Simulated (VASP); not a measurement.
# GaN (R3m) in VASP: single point with LDA

Aim: the single point of GaN with LDA.

Everything below comes from runs of VASP 6.6.1. Logs are shortened: lines on timing, memory, paths and dates and some standing lists are left out, and cuts for length are marked.

## (1) The cell of the first run

It takes space group R3m (No. 160, trigonal). The conventional cell has a = 3.150 Å, b = 3.150 Å, c = 7.717 Å, α = 90.00°, β = 90.00°, γ = 120.00°. Ga (site symmetry 3m) has 4 N at 1.92 to 1.95 Å within 2.6 Å. Within 2.6 Å of N (site symmetry 3m) lie 4 Ga at 1.92 to 1.95 Å.

## (2) Single point, LDA, non-collinear spin, zero start, spin-orbit coupling (atom 1 moved by [-0.01, -0.01, -0.01] A)

File INCAR:

```
SYSTEM = GaN
ALGO     = Normal         ! electronic algorithm
EDIFF    = 1E-6           ! SCF threshold, eV
ENCUT    = 600            ! plane-wave cutoff, eV
GGA      = CA             ! functional
GGA_COMPAT= .FALSE.      
ISIF     = 2              ! what is computed and relaxed
ISMEAR   = 0              ! smearing method
LASPH    = .TRUE.         ! aspherical terms in the spheres
LCHARG   = .FALSE.        ! write CHGCAR
LORBIT   = 11             ! projections on sites
LORBMOM  = .TRUE.       
LREAL    = .FALSE.        ! projectors in reciprocal space
LSORBIT  = .TRUE.         ! spin-orbit coupling
LWAVE    = .FALSE.        ! write WAVECAR
MAGMOM   = 0 0 0 0 0 0    ! initial moments
NBANDS   = 30             ! bands
NELM     = 200            ! most SCF steps
PREC     = Accurate       ! precision mode
SIGMA    = 0.01           ! smearing width, eV
```

File KPOINTS:

```
k-points
0
G
  10 10 10
  0 0 0
```

File POSCAR:

```
GaN
1.0
    0.0000000000      2.2277045316      2.2277045316
    2.2277045316      0.0000000000      2.2277045316
    2.2277045316      2.2277045316      0.0000000000
Ga N
1 1
Direct
   -0.0022444628     -0.0022444628     -0.0022444628
    0.2500000000      0.2500000000      0.2500000000
```

Potentials or basis: VASP PAW LDA potentials, release 64 (Ga_d, N).

Command:

```sh
> cat potpaw_LDA.64/Ga_d/POTCAR potpaw_LDA.64/N/POTCAR > POTCAR
> mpirun -np 1 vasp_ncl > vasp.out
```

OUTCAR:

```text
SYSTEM = GaN
   EDIFF = 1E-6
   ENCUT = 600
   GGA = CA
   ISIF = 2
   ISMEAR = 0
   LASPH = .TRUE.
   LORBIT = 11
   LREAL = .FALSE.
   LSORBIT = .TRUE.
   NELM = 200
   PREC = Accurate

 ion  position               nearest neighbor table
   1  0.998  0.998  0.998-   2 1.92   2 1.92   2 1.92   2 1.95
   2  0.250  0.250  0.250-   1 1.92   1 1.92   1 1.92   1 1.95

  LATTYP: Found a face centered cubic cell.
 ALAT       =     4.4554090632

  Lattice vectors:

 A1 = (   0.0000000000,   2.2277045316,   2.2277045316)
 A2 = (   2.2277045316,   0.0000000000,   2.2277045316)
 A3 = (   2.2277045316,   2.2277045316,   0.0000000000)

Analysis of symmetry for initial positions (statically):
=====================================================================
 Subroutine PRICEL returns:
 Original cell was already a primitive cell.

 Routine SETGRP: Setting up the symmetry group for a
 face centered cubic supercell.

 Subroutine GETGRP returns: Found  6 space group operations
 (whereof  6 operations were pure point group operations)
 out of a pool of 48 trial point group operations.

The static configuration has the point symmetry C_3v.

Analysis of symmetry for dynamics (positions and initial velocities):
=====================================================================
 Subroutine PRICEL returns:
 Original cell was already a primitive cell.

 Routine SETGRP: Setting up the symmetry group for a
 face centered cubic supercell.

 Subroutine GETGRP returns: Found  6 space group operations
 (whereof  6 operations were pure point group operations)
 out of a pool of 48 trial point group operations.

The dynamic configuration has the point symmetry C_3v.

Analysis of structural, dynamic, and magnetic symmetry:
=====================================================================
 Subroutine PRICEL returns:
 Original cell was already a primitive cell.

 Routine SETGRP: Setting up the symmetry group for a
 face centered cubic supercell.

 Subroutine GETGRP returns: Found  6 space group operations
 (whereof  6 operations were pure point group operations)
 out of a pool of 48 trial point group operations.

The overall configuration has the point symmetry C_3v.

 Subroutine INISYM returns: Found  6 space group operations
 (whereof  6 operations are pure point group operations),
 and found     1 'primitive' translations

----------------------------------------------------------------------------------------

                                     Primitive cell

  volume of cell :      22.1107

  direct lattice vectors                    reciprocal lattice vectors
     0.000000000  2.227704532  2.227704532    -0.224446282  0.224446282  0.224446282
     2.227704532  0.000000000  2.227704532     0.224446282 -0.224446282  0.224446282
     2.227704532  2.227704532  0.000000000     0.224446282  0.224446282 -0.224446282

  length of vectors
     3.150449962  3.150449962  3.150449962     0.388752364  0.388752364  0.388752364

  position of ions in fractional coordinates (direct lattice)
     0.997755537  0.997755537  0.997755537
     0.250000000  0.250000000  0.250000000

  ion indices of the primitive-cell ions
   primitive index   ion index
                 1           1
                 2           2

----------------------------------------------------------------------------------------

 KPOINTS: k-points

Automatic generation of k-mesh.
 Grid dimensions read from file:
 generate k-points for:   10   10   10

 Generating k-lattice:

  Cartesian coordinates                     Fractional coordinates (reciprocal lattice)
    -0.022444628  0.022444628  0.022444628     0.100000000  0.000000000  0.000000000
     0.022444628 -0.022444628  0.022444628     0.000000000  0.100000000  0.000000000
     0.022444628  0.022444628 -0.022444628     0.000000000  0.000000000  0.100000000

  Length of vectors
[... 87 lines left out ...]
  energy-cutoff  :      600.00
  volume of cell :       22.11
 maximum number of plane-waves:      1508
 NGX is ok and might be reduce to    28
   NGX = 13   NGY = 13   NGZ = 13

 number of electron      18.0000000 magnetization       0.0000000      0.0000000      0.0000000

 number of electron      18.0000001 magnetization      -0.0000000      0.0000000      0.0000000

 number of electron      18.0000001 magnetization       0.0000000     -0.0000000     -0.0000000

 Free energy of the ion-electron system (eV)
  ---------------------------------------------------
  ext. energy  EPLUGINS =         0.00000000
  ---------------------------------------------------
  free energy    TOTEN  =       -13.94792511 eV

  energy without entropy =      -13.94792511  energy(sigma->0) =      -13.94792511

 E-fermi :   5.5384     XC(G=0): -12.3036

 val. band max:        5.4570879966   @ k =   0.0000   0.0000   0.0000
 cond. band min:       7.3906265671   @ k =   0.0000   0.0000   0.0000
 fundamental gap:      1.9335385706
 Fermi energy:         5.5384080562

 k-point     1 :       0.0000    0.0000    0.0000
  band No.  band energies     occupation
      1     -10.6905      1.00000
      2     -10.6905      1.00000
      3      -8.3538      1.00000
      4      -8.3538      1.00000
      5      -8.3451      1.00000
      6      -8.3451      1.00000
[... 781 lines left out ...]
     29      24.1410      0.00000
     30      24.1965      0.00000

 [... further k-points ...]
[... 5 lines left out ...]
  --------------------------------------------------------------------------------------
  -------------------------------------------------------------------------------------
  Total        0.1422748      0.1422748      0.1422748     -0.0903198     -0.0903198     -0.0903198
  in kB       10.3094590     10.3094590     10.3094590     -6.5447133     -6.5447133     -6.5447133
  external PRESSURE =      10.3094590 kB  Pullay stress =       0.0000000 kB

 VOLUME and BASIS-vectors are now :
 -----------------------------------------------------------------------------
  energy-cutoff  :      600.00
  volume of cell :       22.11
      direct lattice vectors                 reciprocal lattice vectors
     0.000000000  2.227704532  2.227704532    -0.224446282  0.224446282  0.224446282
     2.227704532  0.000000000  2.227704532     0.224446282 -0.224446282  0.224446282
     2.227704532  2.227704532  0.000000000     0.224446282  0.224446282 -0.224446282

 POSITION                                       TOTAL-FORCE (eV/Angst)
 -----------------------------------------------------------------------------------
      4.44541      4.44541      4.44541         0.127384      0.127384      0.127384
      1.11385      1.11385      1.11385        -0.127384     -0.127384     -0.127384
 -----------------------------------------------------------------------------------
    total drift:                                0.000032      0.000032      0.000032

  FREE ENERGIE OF THE ION-ELECTRON SYSTEM (eV)
  ---------------------------------------------------
  free  energy   TOTEN  =       -13.9479251072 eV

  energy  without entropy=      -13.9479251072  energy(sigma->0) =      -13.94792511

 orbital moment (x)

 # of ion     p       d       tot
 ----------------------------------------
  1        -0.000  -0.000  -0.000
  2        -0.000   0.000  -0.000
 ----------------------------------------
           -0.000  -0.000  -0.000

 orbital moment (y)

 # of ion     p       d       tot
 ----------------------------------------
  1        -0.000   0.000   0.000
  2        -0.000   0.000  -0.000
 ----------------------------------------
           -0.000   0.000   0.000

 orbital moment (z)

 # of ion     p       d       tot
 ----------------------------------------
  1         0.000  -0.000  -0.000
  2         0.000   0.000   0.000
 ----------------------------------------
            0.000  -0.000   0.000

 Spin-Orbit-Coupling matrix elements

 Ion:    1  E_soc:     -0.0114710
 l=   1
     0.0000000    -0.0010667    -0.0010667
    -0.0010667     0.0000000    -0.0010667
    -0.0010667    -0.0010667     0.0000000
 l=   2
     0.0000000    -0.0001770     0.0000000    -0.0001770    -0.0006681
    -0.0001770     0.0000000    -0.0005011    -0.0001770    -0.0001670
     0.0000000    -0.0005011     0.0000000    -0.0005011     0.0000000
    -0.0001770    -0.0001770    -0.0005011     0.0000000    -0.0001670
    -0.0006681    -0.0001670     0.0000000    -0.0001670     0.0000000
 l=   3
     0.0000000     0.0000000     0.0000000     0.0000000     0.0000000     0.0000000     0.0000000
     0.0000000     0.0000000     0.0000000     0.0000000     0.0000000     0.0000000     0.0000000
     0.0000000     0.0000000     0.0000000     0.0000000     0.0000000     0.0000000     0.0000000
     0.0000000     0.0000000     0.0000000     0.0000000     0.0000000     0.0000000     0.0000000
     0.0000000     0.0000000     0.0000000     0.0000000     0.0000000     0.0000000     0.0000000
     0.0000000     0.0000000     0.0000000     0.0000000     0.0000000     0.0000000     0.0000000
     0.0000000     0.0000000     0.0000000     0.0000000     0.0000000     0.0000000     0.0000000

 Ion:    2  E_soc:     -0.0000997
 l=   1
     0.0000000    -0.0000166    -0.0000166
    -0.0000166     0.0000000    -0.0000166
    -0.0000166    -0.0000166     0.0000000
 l=   2
     0.0000000     0.0000000     0.0000000     0.0000000     0.0000000
     0.0000000     0.0000000     0.0000000     0.0000000     0.0000000
     0.0000000     0.0000000     0.0000000     0.0000000     0.0000000
     0.0000000     0.0000000     0.0000000     0.0000000     0.0000000
     0.0000000     0.0000000     0.0000000     0.0000000     0.0000000
 l=   3
     0.0000000     0.0000000     0.0000000     0.0000000     0.0000000     0.0000000     0.0000000
     0.0000000     0.0000000     0.0000000     0.0000000     0.0000000     0.0000000     0.0000000
     0.0000000     0.0000000     0.0000000     0.0000000     0.0000000     0.0000000     0.0000000
     0.0000000     0.0000000     0.0000000     0.0000000     0.0000000     0.0000000     0.0000000
     0.0000000     0.0000000     0.0000000     0.0000000     0.0000000     0.0000000     0.0000000
     0.0000000     0.0000000     0.0000000     0.0000000     0.0000000     0.0000000     0.0000000
     0.0000000     0.0000000     0.0000000     0.0000000     0.0000000     0.0000000     0.0000000

 total charge

# of ion       s       p       d       tot
------------------------------------------
    1        0.805   0.952  10.198  11.955
    2        1.206   2.510   0.000   3.717
--------------------------------------------------
tot          2.012   3.463  10.198  15.672

 magnetization (x)

# of ion       s       p       d       tot
------------------------------------------
    1        0.000   0.000  -0.000  -0.000
    2        0.000   0.000   0.000   0.000
--------------------------------------------------
tot          0.000   0.000  -0.000  -0.000

 magnetization (y)

# of ion       s       p       d       tot
------------------------------------------
    1       -0.000   0.000   0.000   0.000
    2        0.000   0.000   0.000   0.000
--------------------------------------------------
tot         -0.000   0.000   0.000   0.000

 magnetization (z)

# of ion       s       p       d       tot
------------------------------------------
    1       -0.000   0.000  -0.000  -0.000
    2        0.000   0.000   0.000   0.000
--------------------------------------------------
tot         -0.000   0.000  -0.000  -0.000
```

Run time: 12 min. Hardware: 1 thread of Oxide Virtual Turin-like, shared host; peak memory 0.36 GiB.

What came out:

```yaml
Free_energy: -13.9479 eV
Pressure: 1.0 GPa
Largest_force: 0.221 eV/Å
Net_moment: 0.00 μB per cell
Valence_electrons_inside_the_program's_atomic_spheres: Ga 11.96; N 3.72
```

Forces in eV/Å, atoms in the order of the input:
```
Ga   0.127  0.127  0.127
N   -0.127 -0.127 -0.127
```

Stress tensor (GPa, compression positive):
```
 1.03 -0.65 -0.65
-0.65  1.03 -0.65
-0.65 -0.65  1.03
```

Moments on the atoms (μB; x, y, z):
```
Ga  0.00 0.00 0.00
N   0.00 0.00 0.00
```

Caveat: the cell differs from its parent crystal (atom 1 moved by [-0.01, -0.01, -0.01] A).
